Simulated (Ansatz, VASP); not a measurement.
## AlN: VASP beside Ansatz

```
Al N
1.0
     3.13024    0.00000    0.00000
    -1.56512    2.71087    0.00000
     0.00000    0.00000    5.01798
Al N
2 2
Direct
  0.33333 0.66667 0.00173
  0.66667 0.33333 0.50173
  0.36896 0.69275 0.38327
  0.66667 0.33333 0.88327
```

Alike in both runs: task single point; functional PBE; k mesh 12 × 12 × 6; occupations gaussian, width 0.05 eV; no spin polarisation.

|  | VASP | Ansatz |
| --- | --- | --- |
| version | VASP 6.6.1 | Ansatz 0.2.0 |
| potentials or method | VASP PAW PBE potentials, release 64 (Al, N), cutoff 520 eV | scalar-relativistic, plane waves, PAW |
| valence electrons in the cell | 16 | 16 |

Ansatz gave:

| Property | Result |
| --- | --- |
| gap on the k mesh at the Fermi level (eV) | 3.98 |
| least direct gap on the mesh (eV) | 3.98 |
| pressure (GPa) | 0.6 |
| traceless stress, the component that is largest in VASP (GPa) | 2.83 |
| rms of the force components (eV/Å) | 0.516 |

**Question.** Which values does VASP return?

**Answer.** gap on the k mesh at the Fermi level (eV): 3.99; least direct gap on the mesh (eV): 3.99; pressure (GPa): 0.3; traceless stress, the component that is largest in VASP (GPa): 2.83; rms of the force components (eV/Å): 0.518.

Atom by atom the forces differ by 0.002 eV/Å (rms over components).
